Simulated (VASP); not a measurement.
# Os: single point with PBE0

Os:

```
Os
1.0
     0.00000    1.94500    1.94500
     1.94500    0.00000    1.94500
     1.94500    1.94500    0.00000
Os
1
Direct
  0.00000 0.00000 0.00000
```

This isn't the form of Os at room conditions, which is hcp.

```json
{"Program": "VASP 6.6.1", "Task": "single point", "Functional": "PBE0", "Potentials or basis": "VASP PAW PBE potentials, release 64 (Os)", "Cutoff": "520 eV", "k mesh": "7 × 7 × 7", "Occupations": "fermi-dirac, width 0.05 eV", "Spin": "no spin polarisation"}
```

The pressure is -21.3 GPa and the band gap on the k mesh is zero (bands 4 and 5 overlap by 4.51 eV).

Levels at points of the mesh, in eV from the Fermi level:
```
           k point  band 1  band 2  band 3  band 4  band 5  band 6  band 7  band 8  band 9
(0.00, 0.00, 0.00)  -12.06   -3.74   -3.74   -3.74   -0.60   -0.60   15.61   21.42   21.42
```

Run time: 7.6 min on 1 thread of Intel(R) Xeon(R) Platinum 8488C (Sapphire Rapids), with other jobs on the host, peak memory 0.14 GiB.

Caveat: the k points lie up to 0.40 Å⁻¹ apart, too coarse for converged energies and pressures of a metal; the PAW data sets were made with another functional, which shifts forces and pressure a little; spin-orbit coupling is left out, which moves the levels of the heavy elements.
